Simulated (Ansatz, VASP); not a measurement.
## Cu in VASP and in Ansatz

```
CELL_PARAMETERS angstrom
0.00000 1.87077 1.69260
1.87077 0.00000 1.69260
1.87077 1.87077 0.00000
ATOMIC_POSITIONS crystal
Cu 0.00000 0.00000 0.00000
```

Change from the starting cell: strain +0.050 along x and y, -0.050 along z, atoms carried along.

Alike in both runs: task single point; functional PBEsol; k mesh 28 × 28 × 28; occupations gaussian, width 0.15 eV; no spin polarisation.

```csv
,VASP,Ansatz
version,VASP 6.6.1,Ansatz 0.2.0
potentials or method,"VASP PAW PBE potentials, release 64 (Cu), cutoff 520 eV","scalar-relativistic, plane waves, PAW"
valence electrons in the cell,11,19
```

Ansatz gave:

- gap on the k mesh at the Fermi level (eV): none
- pressure (GPa): -6.7
- traceless stress, the component that is largest in VASP (GPa): 2.18

Which values does VASP return?

gap on the k mesh at the Fermi level (eV): none; pressure (GPa): -6.0; traceless stress, the component that is largest in VASP (GPa): 2.15.

VASP's potentials were made for PBE, not for PBEsol. A gap of «none» marks a metal or a gap that the smearing closes. VASP's potentials hold 11 valence electrons a cell and Ansatz's 19, so a difference there can come from the potentials and not from the codes.
